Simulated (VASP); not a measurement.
# MgS (I4/mmm) in VASP: further runs

Runs on MgS. Level: LDA. Tasks: single point.

Everything below comes from runs of VASP 6.6.1. Logs are shortened: lines on timing, memory, paths and dates and some standing lists are left out, and cuts for length are marked.

## (1) The cell of the first run

Symmetry: I4/mmm, No. 139, tetragonal system. The conventional cell has a = 3.771 Å, b = 3.771 Å, c = 5.073 Å, α = 90.00°, β = 90.00°, γ = 90.00°. Mg (site symmetry 4/mmm) has 6 S at 2.54 to 2.67 Å within 3.3 Å. S (site symmetry 4/mmm) has 6 Mg at 2.54 to 2.67 Å within 3.3 Å.

## (2) Single point, LDA (strain +0.025 along x and y, -0.025 along z)

The input, INCAR:

```
  PREC = Accurate
  ENCUT = 520
  EDIFF = 1E-6
  ISMEAR = 0
  SIGMA = 0.05
  LREAL = False
  LASPH = True
  NELM = 60
  ALGO = Normal
  ISIF = 2
  LWAVE = False
  LCHARG = True
  LELF = True
  LVHAR = True
  NBANDS = 11
```

The input, KPOINTS:

```
regular mesh
0
Gamma
  8 8 8
```

The input, POSCAR:

```
MgS
1.0
    0.0000000000      2.6666912500      2.5366087500
    2.6666912500      0.0000000000      2.5366087500
    2.6666912500      2.6666912500      0.0000000000
Mg S
1 1
Direct
    0.0000000000      0.0000000000      0.0000000000
    0.5000000000      0.5000000000      0.5000000000
```

Potentials or basis: VASP PAW LDA potentials, release 64 (Mg, S).

Started as:

```
cat potpaw_LDA.64/Mg/POTCAR potpaw_LDA.64/S/POTCAR > POTCAR
mpirun -np 1 vasp_std > vasp.out
```

OUTCAR:

```text
PREC = Accurate
   ENCUT = 520
   EDIFF = 1E-6
   ISMEAR = 0
   LREAL = False
   LASPH = True
   NELM = 60
   ISIF = 2

 ion  position               nearest neighbor table
   1  0.000  0.000  0.000-   2 2.54   2 2.54   2 2.67   2 2.67   2 2.67   2 2.67
   2  0.500  0.500  0.500-   1 2.54   1 2.54   1 2.67   1 2.67   1 2.67   1 2.67

  LATTYP: Found a body centered tetragonal cell.
 ALAT       =     3.7712709324
 C/A-ratio  =     1.3452275349

  Lattice vectors:

 A1 = (   0.0000000000,  -2.6666912500,  -2.5366087500)
 A2 = (   0.0000000000,   2.6666912500,  -2.5366087500)
 A3 = (   2.6666912500,   0.0000000000,   2.5366087500)

Analysis of symmetry for initial positions (statically):
=====================================================================
 Subroutine PRICEL returns:
 Original cell was already a primitive cell.

 Routine SETGRP: Setting up the symmetry group for a
 body centered tetragonal supercell.

 Subroutine GETGRP returns: Found 16 space group operations
 (whereof 16 operations were pure point group operations)
 out of a pool of 16 trial point group operations.

The static configuration has the point symmetry D_4h.

Analysis of symmetry for dynamics (positions and initial velocities):
=====================================================================
 Subroutine PRICEL returns:
 Original cell was already a primitive cell.

 Routine SETGRP: Setting up the symmetry group for a
 body centered tetragonal supercell.

 Subroutine GETGRP returns: Found 16 space group operations
 (whereof 16 operations were pure point group operations)
 out of a pool of 16 trial point group operations.

The dynamic configuration has the point symmetry D_4h.

 Subroutine INISYM returns: Found 16 space group operations
 (whereof 16 operations are pure point group operations),
 and found     1 'primitive' translations

----------------------------------------------------------------------------------------

                                     Primitive cell

  volume of cell :      36.0769

  direct lattice vectors                    reciprocal lattice vectors
     0.000000000  2.666691250  2.536608750    -0.187498272  0.187498272  0.197113567
     2.666691250  0.000000000  2.536608750     0.187498272 -0.187498272  0.197113567
     2.666691250  2.666691250  0.000000000     0.187498272  0.187498272 -0.197113567

  length of vectors
     3.680438313  3.680438313  3.771270932     0.330401214  0.330401214  0.330401214

[... 82 lines left out ...]
   EDIFFG = 0.1E-04   stopping-criterion for IOM
   NSW    =      0    number of steps for IOM
   IBRION =     -1    ionic relax: 0-MD 1-quasi-New 2-CG
   NFREE  =      0    steps in history (QN), initial steepest desc. (CG)
   ISIF   =      2    stress and relaxation
   ISYM   =      2    0-nonsym 1-usesym 2-fastsym
   POTIM  = 0.5000    time-step for ionic-motion
   TEBEG  =    0.0;   TEEND  =   0.0 temperature during run
   PSTRESS=    0.0 pullay stress
   NELECT =       8.0000    total number of electrons
   NUPDOWN=      -1.0000    fix difference up-down
   EMIN   =  10.00;   EMAX   =-10.00  energy-range for DOS
   EFERMI =   0.00;   METHOD = LEGACY
   ISMEAR =     0;   SIGMA  =   0.05  broadening in eV -4-tet -1-fermi 0-gaus
   EFERMI_NEDOS =   21; number of points for ismear=-14 and -15
   IALGO  =     38    algorithm
   IMIX   =      4    mixing-type and parameters
     AMIX     =   0.40;   BMIX     =  1.00
     AMIX_MAG =   1.60;   BMIX_MAG =  1.00
  volume/ion in A,a.u.               =      18.04       121.73
  Fermi-wavevector in a.u.,A,eV,Ry     =   0.990897  1.872524 13.359245  0.981877
  Thomas-Fermi vector in A             =   2.122600
   LORBIT       =      0    0 simple, 1 ext, 2 COOP (PROOUT), +10 PAW based schemes
   GGA     = CA    functional components
   LHFCALC =     F    Hartree Fock is set to
   AEXX    =    0.0000 exact exchange contribution
   IVDW    =     0    specifies the selected vdW correction
   LEPSILON=     F    determine dielectric tensor
   LRPA    =     F    only Hartree local field effects (RPA)
 non-spin polarized calculation
 Gauss-broadening in eV      SIGMA  =   0.05
  energy-cutoff  :      520.00
  volume of cell :       36.08
 maximum number of plane-waves:       990
   NGX = 13   NGY = 13   NGZ = 13

 number of electron       8.0000000 magnetization

 Free energy of the ion-electron system (eV)
  ---------------------------------------------------
  ext. energy  EPLUGINS =         0.00000000
  ---------------------------------------------------
  free energy    TOTEN  =        -9.53034601 eV

  energy without entropy =       -9.53034601  energy(sigma->0) =       -9.53034601

 E-fermi :   3.6594     XC(G=0):  -9.8862

 val. band max:        3.4405100179   @ k =   0.0000   0.0000   0.0000
 cond. band min:       5.7387340952   @ k =   0.5000   0.5000   0.0000
 fundamental gap:      2.2982240773
 Fermi energy:         3.6593804278

 k-point     1 :       0.0000    0.0000    0.0000
  band No.  band energies     occupation
      1      -9.1460      2.00000
      2       3.1983      2.00000
      3       3.4405      2.00000
      4       3.4405      2.00000
      5       6.6718      0.00000
      6      11.0628      0.00000
      7      11.0628      0.00000
      8      11.5693      0.00000
      9      13.2610      0.00000
     10      13.9170      0.00000
     11      15.5918      0.00000
[... 309 lines left out ...]
 k-point    24 :       0.3750    0.0000    0.1250
  band No.  band energies     occupation
      1      -8.1891      2.00000
      2      -0.3300      2.00000
      3       2.4289      2.00000
      4       2.6295      2.00000
      5       8.4407      0.00000
      6       9.6235      0.00000
      7      11.3005      0.00000
      8      11.5526      0.00000
      9      14.4687      0.00000
     10      15.9124      0.00000
     11      15.9817      0.00000

 [... further k-points ...]
[... 5 lines left out ...]
  --------------------------------------------------------------------------------------
  -------------------------------------------------------------------------------------
  Total       -1.4722997     -1.4722997     -0.4615370      0.0000000      0.0000000      0.0000000
  in kB      -65.3849570    -65.3849570    -20.4968968      0.0000000      0.0000000      0.0000000
  external PRESSURE =     -50.4222703 kB  Pullay stress =       0.0000000 kB

 VOLUME and BASIS-vectors are now :
 -----------------------------------------------------------------------------
  energy-cutoff  :      520.00
  volume of cell :       36.08
      direct lattice vectors                 reciprocal lattice vectors
     0.000000000  2.666691250  2.536608750    -0.187498272  0.187498272  0.197113567
     2.666691250  0.000000000  2.536608750     0.187498272 -0.187498272  0.197113567
     2.666691250  2.666691250  0.000000000     0.187498272  0.187498272 -0.197113567

 POSITION                                       TOTAL-FORCE (eV/Angst)
 -----------------------------------------------------------------------------------
      0.00000      0.00000      0.00000         0.000000     -0.000000      0.000000
      2.66669      2.66669      2.53661        -0.000000      0.000000      0.000000
 -----------------------------------------------------------------------------------
    total drift:                                0.000000      0.000000      0.000000

  FREE ENERGIE OF THE ION-ELECTRON SYSTEM (eV)
  ---------------------------------------------------
  free  energy   TOTEN  =        -9.5303460063 eV

  energy  without entropy=       -9.5303460063  energy(sigma->0) =       -9.53034601
```

OSZICAR:

```text
N       E                     dE             d eps       ncg     rms          rms(c)
DAV:   1     0.183327291686E+02    0.18333E+02   -0.36468E+03  1362   0.594E+02
DAV:   2    -0.871540694966E+01   -0.27048E+02   -0.25743E+02  1644   0.988E+01
DAV:   3    -0.997300022214E+01   -0.12576E+01   -0.12557E+01  1600   0.220E+01
DAV:   4    -0.998051190174E+01   -0.75117E-02   -0.75112E-02  1587   0.202E+00
DAV:   5    -0.998057033935E+01   -0.58438E-04   -0.58437E-04  1607   0.174E-01    0.432E+00
DAV:   6    -0.958559887475E+01    0.39497E+00   -0.89137E-01  1477   0.357E+00    0.330E+00
DAV:   7    -0.953633854671E+01    0.49260E-01   -0.19487E-01  1554   0.179E+00    0.208E+00
DAV:   8    -0.953079273967E+01    0.55458E-02   -0.13424E-02  1466   0.635E-01    0.837E-01
DAV:   9    -0.953038373517E+01    0.40900E-03   -0.80465E-04  1493   0.143E-01    0.367E-01
DAV:  10    -0.953035455422E+01    0.29181E-04   -0.69438E-05  1547   0.399E-02    0.148E-01
DAV:  11    -0.953034594974E+01    0.86045E-05   -0.41309E-05  1490   0.269E-02    0.156E-02
DAV:  12    -0.953034600626E+01   -0.56524E-07   -0.51387E-07   958   0.501E-03
   1 F= -.95303460E+01 E0= -.95303460E+01  d E =-.525202E-12
```

Wall time 10 s (1 thread of Intel Xeon 6975P-C (Granite Rapids), shared host); peak memory 0.15 GiB.

What came out:

```yaml
Free_energy: -9.5303 eV
Pressure: -5.0 GPa
Band_gap_on_the_k_mesh: 2.30 eV, indirect (least direct gap 3.23 eV)
```

Stress tensor (GPa, compression positive):
```
-6.54  0.00  0.00
 0.00 -6.54  0.00
 0.00  0.00 -2.05
```

Levels at points of the mesh, in eV from the valence-band top:
```
           k point  band 2  band 3  band 4  band 5  band 6  band 7
(0.00, 0.00, 0.00)   -0.24    0.00    0.00    3.23    7.62    7.62
(0.50, 0.00, 0.00)   -4.86   -0.71   -0.59    4.23    6.38    6.96
(0.50, 0.50, 0.00)   -4.16   -1.87   -1.87    2.30    4.13   11.82
(0.50, 0.00, 0.50)   -4.22   -1.87   -1.44    2.53    4.32   11.29
```

Caveat: the cell differs from its parent crystal (strain +0.025 along x and y, -0.025 along z). A k mesh can miss the band edges.

## (3) Single point, LDA (strain +0.050 along x and y, -0.050 along z)

The input, INCAR:

```
  PREC = Accurate
  ENCUT = 520
  EDIFF = 1E-6
  ISMEAR = 0
  SIGMA = 0.05
  LREAL = False
  LASPH = True
  NELM = 80
  ALGO = Normal
  ISIF = 2
  LWAVE = False
  LCHARG = False
  NBANDS = 11
```

The input, KPOINTS:

```
Automatic mesh
0
Gamma
  8 8 8
```

The input, POSCAR:

```
MgS
1.0
    0.0000000000      2.7317325000      2.4715675000
    2.7317325000      0.0000000000      2.4715675000
    2.7317325000      2.7317325000      0.0000000000
Mg S
1 1
Direct
    0.0000000000      0.0000000000      0.0000000000
    0.5000000000      0.5000000000      0.5000000000
```

Potentials or basis: VASP PAW LDA potentials, release 64 (Mg, S).

Started as:

```
cat potpaw_LDA.64/Mg/POTCAR potpaw_LDA.64/S/POTCAR > POTCAR
mpirun -np 1 vasp_std > vasp.out
```

Run time: 9 s. Hardware: 1 thread of Intel Xeon 6975P-C (Granite Rapids), shared host; peak memory 0.15 GiB.

It converged, with:

| Item | Value |
| --- | --- |
| Free energy | -9.4535 eV |
| Pressure | -5.3 GPa |
| Band gap on the k mesh | 2.13 eV, indirect (least direct gap 3.00 eV) |

Stress tensor (GPa, compression positive):
```
-8.20  0.00  0.00
 0.00 -8.20  0.00
 0.00  0.00  0.63
```

Levels at points of the mesh, in eV from the valence-band top:
| k point | band 1 | band 2 | band 3 | band 4 | band 5 | band 6 | band 7 | band 8 | band 9 |
| --- | --- | --- | --- | --- | --- | --- | --- | --- | --- |
| (0.00, 0.00, 0.00) | -12.56 | -0.51 | 0.00 | 0.00 | 3.00 | 7.44 | 7.44 | 8.44 | 9.39 |
| (0.50, 0.00, 0.00) | -11.34 | -4.84 | -0.83 | -0.62 | 4.06 | 6.05 | 7.29 | 9.25 | 11.52 |
| (0.50, 0.50, 0.00) | -10.80 | -4.08 | -2.04 | -2.04 | 2.13 | 4.00 | 11.86 | 12.10 | 12.10 |
| (0.50, 0.00, 0.50) | -11.11 | -4.21 | -2.03 | -1.19 | 2.55 | 4.41 | 10.81 | 11.44 | 12.16 |

Caveat: the cell differs from its parent crystal (strain +0.050 along x and y, -0.050 along z).

## (4) Single point, LDA (strain +0.050 along x and y, -0.025 along z)

The input, INCAR:

```
PREC = Accurate ; ENCUT = 520
EDIFF = 1E-7 ; ISMEAR = 0
SIGMA = 0.05 ; LREAL = False
LASPH = True ; NELM = 80
ALGO = Normal ; ISIF = 2
LWAVE = False ; LCHARG = True
GGA = CA ; LELF = True
LVHAR = True ; NBANDS = 11
```

KPOINTS is that of step 3.

The input, POSCAR:

```
MgS
1.0
    0.0000000000      2.7317325000      2.5366087500
    2.7317325000      0.0000000000      2.5366087500
    2.7317325000      2.7317325000      0.0000000000
Mg S
1 1
Direct
    0.0000000000      0.0000000000      0.0000000000
    0.5000000000      0.5000000000      0.5000000000
```

Started as:

```
cat potpaw_LDA.64/Mg/POTCAR potpaw_LDA.64/S/POTCAR > POTCAR
mpirun -np 1 vasp_std > vasp.out
```

It took 10 s on 1 thread of Intel Xeon 6975P-C (Granite Rapids), shared host; peak memory 0.15 GiB.

It converged, with:

| Quantity | Value |
| --- | --- |
| Free energy | -9.4430 eV |
| Pressure | -7.4 GPa |
| Band gap on the k mesh | 2.14 eV, indirect (least direct gap 2.85 eV) |

Stress tensor (GPa, compression positive):
```
-9.07  0.00  0.00
 0.00 -9.07  0.00
 0.00  0.00 -3.92
```

Levels at points of the mesh, in eV from the valence-band top:
```csv
k point,band 2,band 3,band 4,band 5,band 6,band 7
"(0.00, 0.00, 0.00)",-0.37,0.00,0.00,2.85,7.55,7.55
"(0.50, 0.00, 0.00)",-4.66,-0.72,-0.57,4.10,6.18,7.03
"(0.50, 0.50, 0.00)",-3.95,-1.86,-1.86,2.14,4.17,11.50
"(0.50, 0.00, 0.50)",-4.02,-1.87,-1.25,2.44,4.46,10.71
```

Caveat: the cell differs from its parent crystal (strain +0.050 along x and y, -0.025 along z).

## (5) Summary

| cell | gap on the mesh (eV) | pressure (GPa) |
| --- | --- | --- |
| a = 3.680, b = 3.680, c = 3.771 Å, angles 59.2, 59.2, 61.6°, 2 atoms | 2.30 | -5.0 |
| a = 3.684, b = 3.684, c = 3.863 Å, angles 58.4, 58.4, 63.2°, 2 atoms | 2.13 | -5.3 |
| a = 3.728, b = 3.728, c = 3.863 Å, angles 58.8, 58.8, 62.4°, 2 atoms | 2.14 | -7.4 |

Alike in all rows: task single point; level LDA; potentials or basis VASP PAW LDA potentials, release 64 (Mg, S); no spin polarisation; k mesh 8 × 8 × 8; cutoff (eV) 520; smearing gaussian 0.05 eV.

Absolute energies hang on the potentials; compare differences alone.
